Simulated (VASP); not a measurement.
# RbBr (P6_3/mmc) in VASP: a series of runs

Aim: see how the results for RbBr move with the level of theory and the settings. Levels: PBEsol, PBE, r2SCAN. Tasks: single point.

Everything below comes from runs of VASP 6.6.1. Logs are shortened: lines on timing, memory, paths and dates and some standing lists are left out, and cuts for length are marked.

## (1) The cell of the first run

Symmetry: P6_3/mmc, No. 194, hexagonal system. Conventional cell: a = 5.890 Å, b = 5.890 Å, c = 6.870 Å, α = 90.00°, β = 90.00°, γ = 120.00°. Rb (site symmetry -6m2) has 5 Br at 3.40 to 3.44 Å within 4.5 Å. Within 4.5 Å of Br (site symmetry -6m2) lie 5 Rb at 3.40 to 3.44 Å.

## (2) Single point, PBEsol

File INCAR:

```
SYSTEM = RbBr
PREC = Accurate ; ENCUT = 520
EDIFF = 1E-7 ; ISMEAR = 0
SIGMA = 0.01 ; LREAL = .FALSE.
LASPH = .TRUE. ; NELM = 100
ALGO = Normal ; ISIF = 2
LWAVE = .FALSE. ; LCHARG = .TRUE.
GGA = PS ; LELF = .TRUE.
LVHAR = .TRUE. ; NBANDS = 24
```

File KPOINTS:

```
regular mesh
0
G
  3 3 2
  0 0 0
```

File POSCAR:

```
RbBr
1.0
    5.8901392171      0.0000000000      0.0000000000
   -2.9450696086      5.1010101938      0.0000000000
    0.0000000000      0.0000000000      6.8703327493
Rb Br
2 2
Direct
    0.3333333333      0.6666666667     -0.0625000000
    0.6666666667      0.3333333333      0.4375000000
    0.3333333333      0.6666666667      0.4375000000
    0.6666666667      0.3333333333      0.9375000000
```

Potentials or basis: VASP PAW PBE potentials, release 64 (Rb_sv, Br).

On the command line:

```console
cat potpaw_PBE.64/Rb_sv/POTCAR potpaw_PBE.64/Br/POTCAR > POTCAR
mpirun -np 1 vasp_std > vasp.out
```

OUTCAR:

```text
SYSTEM = RbBr
   PREC = Accurate
   ENCUT = 520
   EDIFF = 1E-7
   ISMEAR = 0
   LREAL = .FALSE.
   LASPH = .TRUE.
   NELM = 100
   ISIF = 2
   GGA = PS

 ion  position               nearest neighbor table
   1  0.333  0.667  0.938-   4 3.40   4 3.40   4 3.40   3 3.44   3 3.44   2 4.83   2 4.83   2 4.83
                             2 4.83   2 4.83   2 4.83
   2  0.667  0.333  0.438-   3 3.40   3 3.40   3 3.40   4 3.44   4 3.44   1 4.83   1 4.83   1 4.83
                             1 4.83   1 4.83   1 4.83
   3  0.333  0.667  0.438-   2 3.40   2 3.40   2 3.40   1 3.44   1 3.44
   4  0.667  0.333  0.938-   1 3.40   1 3.40   1 3.40   2 3.44   2 3.44

  LATTYP: Found a hexagonal cell.
 ALAT       =     5.8901392171
 C/A-ratio  =     1.1664126256

  Lattice vectors:

 A1 = (   5.8901392171,   0.0000000000,   0.0000000000)
 A2 = (  -2.9450696086,   5.1010101938,   0.0000000000)
 A3 = (   0.0000000000,   0.0000000000,   6.8703327493)

Analysis of symmetry for initial positions (statically):
=====================================================================
 Subroutine PRICEL returns:
 Original cell was already a primitive cell.

 Routine SETGRP: Setting up the symmetry group for a
 hexagonal supercell.

 Subroutine GETGRP returns: Found 24 space group operations
 (whereof  6 operations were pure point group operations)
 out of a pool of 24 trial point group operations.

The static configuration has the point symmetry C_3v.
 The point group associated with its full space group is D_6h.

Analysis of symmetry for dynamics (positions and initial velocities):
=====================================================================
 Subroutine PRICEL returns:
 Original cell was already a primitive cell.

 Routine SETGRP: Setting up the symmetry group for a
 hexagonal supercell.

 Subroutine GETGRP returns: Found 24 space group operations
 (whereof  6 operations were pure point group operations)
 out of a pool of 24 trial point group operations.

The dynamic configuration has the point symmetry C_3v.
 The point group associated with its full space group is D_6h.

 Subroutine INISYM returns: Found 24 space group operations
 (whereof  6 operations are pure point group operations),
 and found     1 'primitive' translations

----------------------------------------------------------------------------------------

                                     Primitive cell

  volume of cell :     206.4237

  direct lattice vectors                    reciprocal lattice vectors
     5.890139217  0.000000000  0.000000000     0.169775274  0.098019800  0.000000000
    -2.945069609  5.101010194  0.000000000     0.000000000  0.196039600  0.000000000
     0.000000000  0.000000000  6.870332749     0.000000000  0.000000000  0.145553358

  length of vectors
     5.890139217  5.890139217  6.870332749     0.196039600  0.196039600  0.145553358

  position of ions in fractional coordinates (direct lattice)
     0.333333333  0.666666667  0.937500000
     0.666666667  0.333333333  0.437500000
     0.333333333  0.666666667  0.437500000
     0.666666667  0.333333333  0.937500000

  ion indices of the primitive-cell ions
   primitive index   ion index
                 1           1
                 2           2
                 3           3
                 4           4

----------------------------------------------------------------------------------------

 KPOINTS: regular mesh

Automatic generation of k-mesh.
 Grid dimensions read from file:
 generate k-points for:    3    3    2

 Generating k-lattice:

  Cartesian coordinates                     Fractional coordinates (reciprocal lattice)
     0.056591758  0.032673267  0.000000000     0.333333333 -0.000000000  0.000000000
     0.000000000  0.065346533  0.000000000     0.000000000  0.333333333  0.000000000
     0.000000000  0.000000000  0.072776679     0.000000000  0.000000000  0.500000000

  Length of vectors
     0.065346533  0.065346533  0.072776679

  Shift w.r.t. Gamma in fractional coordinates (k-lattice)
     0.000000000  0.000000000  0.000000000

 Subroutine IBZKPT returns following result:
 ===========================================

 Found      6 irreducible k-points:

 Following reciprocal coordinates:
            Coordinates               Weight
  0.000000  0.000000  0.000000      1.000000
  0.333333  0.000000  0.000000      6.000000
  0.333333  0.333333  0.000000      2.000000
  0.000000  0.000000  0.500000      1.000000
  0.333333  0.000000  0.500000      6.000000
  0.333333  0.333333  0.500000      2.000000
   k-points           NKPTS =      6   k-points in BZ     NKDIM =      6   number of bands    NBANDS=     24
   number of dos      NEDOS =    301   number of ions     NIONS =      4
   total plane-waves  NPLWV = 124416
   dimension x,y,z NGX =    48 NGY =   48 NGZ =   54
   dimension x,y,z NGXF=    96 NGYF=   96 NGZF=  108
   ions per type =               2   2
   NGX,Y,Z   is equivalent  to a cutoff of  13.55, 13.55, 13.07 a.u.
   NGXF,Y,Z  is equivalent  to a cutoff of  27.10, 27.10, 26.13 a.u.
 SYSTEM =  RbBr
   PREC   = accura    normal or accurate (medium, high low for compatibility)
   ISTART =      0    job   : 0-new  1-cont  2-samecut
   ICHARG =      2    charge: 1-file 2-atom 10-const
   ISPIN  =      1    spin polarized calculation?
   LNONCOLLINEAR =      F non collinear calculations
   LSORBIT =      F    spin-orbit coupling
   LASPH  =      T    aspherical Exc in radial PAW
   ENCUT  =  520.0 eV  38.22 Ry    6.18 a.u.  10.95 10.95 12.77*2*pi/ulx,y,z
   NELM   =    100;   NELMIN=  2; NELMDL= -5     # of ELM steps
   EDIFF  = 0.1E-06   stopping-criterion for ELM
   LREAL  =      F    real-space projection
   EDIFFG = 0.1E-05   stopping-criterion for IOM
   NSW    =      0    number of steps for IOM
   IBRION =     -1    ionic relax: 0-MD 1-quasi-New 2-CG
   NFREE  =      0    steps in history (QN), initial steepest desc. (CG)
   ISIF   =      2    stress and relaxation
   ISYM   =      2    0-nonsym 1-usesym 2-fastsym
   POTIM  = 0.5000    time-step for ionic-motion
   TEBEG  =    0.0;   TEEND  =   0.0 temperature during run
   PSTRESS=    0.0 pullay stress
   NELECT =      32.0000    total number of electrons
   NUPDOWN=      -1.0000    fix difference up-down
   EMIN   =  10.00;   EMAX   =-10.00  energy-range for DOS
   EFERMI =   0.00;   METHOD = LEGACY
   ISMEAR =     0;   SIGMA  =   0.01  broadening in eV -4-tet -1-fermi 0-gaus
   EFERMI_NEDOS =   21; number of points for ismear=-14 and -15
   IALGO  =     38    algorithm
   IMIX   =      4    mixing-type and parameters
     AMIX     =   0.40;   BMIX     =  1.00
     AMIX_MAG =   1.60;   BMIX_MAG =  1.00
  volume/ion in A,a.u.               =      51.61       348.25
  Fermi-wavevector in a.u.,A,eV,Ry     =   0.879438  1.661896 10.522886  0.773410
  Thomas-Fermi vector in A             =   1.999661
   LORBIT       =      0    0 simple, 1 ext, 2 COOP (PROOUT), +10 PAW based schemes
   GGA     = PS    functional components
   LHFCALC =     F    Hartree Fock is set to
   AEXX    =    0.0000 exact exchange contribution
   IVDW    =     0    specifies the selected vdW correction
   LEPSILON=     F    determine dielectric tensor
   LRPA    =     F    only Hartree local field effects (RPA)
 non-spin polarized calculation
 Gauss-broadening in eV      SIGMA  =   0.01
  energy-cutoff  :      520.00
  volume of cell :      206.42
 maximum number of plane-waves:      5580
 NGX is ok and might be reduce to    48
   NGX = 21   NGY = 21   NGZ = 25

 number of electron      31.9999998 magnetization

 Free energy of the ion-electron system (eV)
  ---------------------------------------------------
  ext. energy  EPLUGINS =         0.00000000
  ---------------------------------------------------
  free energy    TOTEN  =       -12.49255007 eV

  energy without entropy =      -12.49255007  energy(sigma->0) =      -12.49255007

 E-fermi :  -2.6008     XC(G=0):  -6.1939

 val. band max:       -2.6606530177   @ k =   0.0000   0.0000   0.0000
 cond. band min:       1.4047044069   @ k =   0.0000   0.0000   0.0000
 fundamental gap:      4.0653574246
 Fermi energy:        -2.6008132967

 k-point     1 :       0.0000    0.0000    0.0000
  band No.  band energies     occupation
      1     -27.2403      2.00000
      2     -27.2309      2.00000
      3     -14.7845      2.00000
      4     -14.7419      2.00000
      5     -11.4609      2.00000
      6     -11.4108      2.00000
[... 16 lines left out ...]
     23       5.4010      0.00000
     24       5.7909      0.00000

 k-point     2 :       0.3333    0.0000    0.0000
  band No.  band energies     occupation
      1     -27.2378      2.00000
      2     -27.2324      2.00000
      3     -14.8028      2.00000
      4     -14.7789      2.00000
      5     -11.4290      2.00000
      6     -11.4254      2.00000
[... 16 lines left out ...]
     23       5.4037      0.00000
     24       5.5532      0.00000

 k-point     3 :       0.3333    0.3333    0.0000
  band No.  band energies     occupation
      1     -27.2349      2.00000
      2     -27.2349      2.00000
      3     -14.8043      2.00000
      4     -14.8043      2.00000
      5     -11.4451      2.00000
      6     -11.3871      2.00000
[... 16 lines left out ...]
     23       5.1373      0.00000
     24       6.4241      0.00000

 k-point     4 :       0.0000    0.0000    0.5000
  band No.  band energies     occupation
      1     -27.2355      2.00000
      2     -27.2355      2.00000
      3     -14.7927      2.00000
      4     -14.7927      2.00000
      5     -11.3825      2.00000
      6     -11.3825      2.00000
[... 16 lines left out ...]
     23       5.8062      0.00000
     24       5.8062      0.00000

 k-point     5 :       0.3333    0.0000    0.5000
  band No.  band energies     occupation
      1     -27.2350      2.00000
      2     -27.2350      2.00000
      3     -14.8198      2.00000
      4     -14.8198      2.00000
      5     -11.3902      2.00000
      6     -11.3902      2.00000
[... 16 lines left out ...]
     23       5.6117      0.00000
     24       5.6117      0.00000

 k-point     6 :       0.3333    0.3333    0.5000
  band No.  band energies     occupation
      1     -27.2347      2.00000
      2     -27.2347      2.00000
      3     -14.8330      2.00000
      4     -14.8330      2.00000
      5     -11.4029      2.00000
      6     -11.4029      2.00000
[... 16 lines left out ...]
     23       5.3099      0.00000
     24       5.3099      0.00000

------------------------ aborting loop because EDIFF is reached ----------------------------------------

  FORCE on cell =-STRESS in cart. coord.  units (eV):
  Direction    XX          YY          ZZ          XY          YZ          ZX
  --------------------------------------------------------------------------------------
  -------------------------------------------------------------------------------------
  Total       -0.4022541     -0.4022541     -0.3426529      0.0000000     -0.0000000     -0.0000000
  in kB       -3.1221337     -3.1221337     -2.6595339      0.0000000     -0.0000000     -0.0000000
  external PRESSURE =      -2.9679338 kB  Pullay stress =       0.0000000 kB

 VOLUME and BASIS-vectors are now :
 -----------------------------------------------------------------------------
  energy-cutoff  :      520.00
  volume of cell :      206.42
      direct lattice vectors                 reciprocal lattice vectors
     5.890139217  0.000000000  0.000000000     0.169775274  0.098019800  0.000000000
    -2.945069609  5.101010194  0.000000000     0.000000000  0.196039600  0.000000000
     0.000000000  0.000000000  6.870332749     0.000000000  0.000000000  0.145553358

 POSITION                                       TOTAL-FORCE (eV/Angst)
 -----------------------------------------------------------------------------------
     -0.00000      3.40067      6.44094        -0.000000      0.000000      0.000000
      2.94507      1.70034      3.00577         0.000000     -0.000000      0.000000
     -0.00000      3.40067      3.00577         0.000000      0.000000     -0.000000
      2.94507      1.70034      6.44094        -0.000000      0.000000      0.000000
 -----------------------------------------------------------------------------------
    total drift:                               -0.000000      0.000000     -0.000032

  FREE ENERGIE OF THE ION-ELECTRON SYSTEM (eV)
  ---------------------------------------------------
  free  energy   TOTEN  =       -12.4925500659 eV

  energy  without entropy=      -12.4925500659  energy(sigma->0) =      -12.49255007
```

Wall time 45 s (1 thread of Oxide Virtual Turin-like, shared host); peak memory 0.31 GiB.

Results:

* Free energy: -12.4926 eV
* Pressure: -0.3 GPa
* Band gap on the k mesh: 4.07 eV

Levels at points of the mesh, in eV from the valence-band top:
| k point | band 12 | band 13 | band 14 | band 15 | band 16 | band 17 | band 18 | band 19 | band 20 | band 21 |
| --- | --- | --- | --- | --- | --- | --- | --- | --- | --- | --- |
| (0.00, 0.00, 0.00) | -0.37 | -0.37 | -0.27 | -0.27 | 0.00 | 4.07 | 6.86 | 7.00 | 7.00 | 7.84 |
| (0.00, 0.00, 0.50) | -0.56 | -0.34 | -0.34 | -0.34 | -0.34 | 5.24 | 5.24 | 8.30 | 8.30 | 8.30 |

Caveat: the k points lie up to 0.46 Å⁻¹ apart; the structure was generated, so it needn't be the stable form of RbBr; the PAW data sets were made with another functional, which shifts forces and pressure a little.

[end of part 1 of 2]
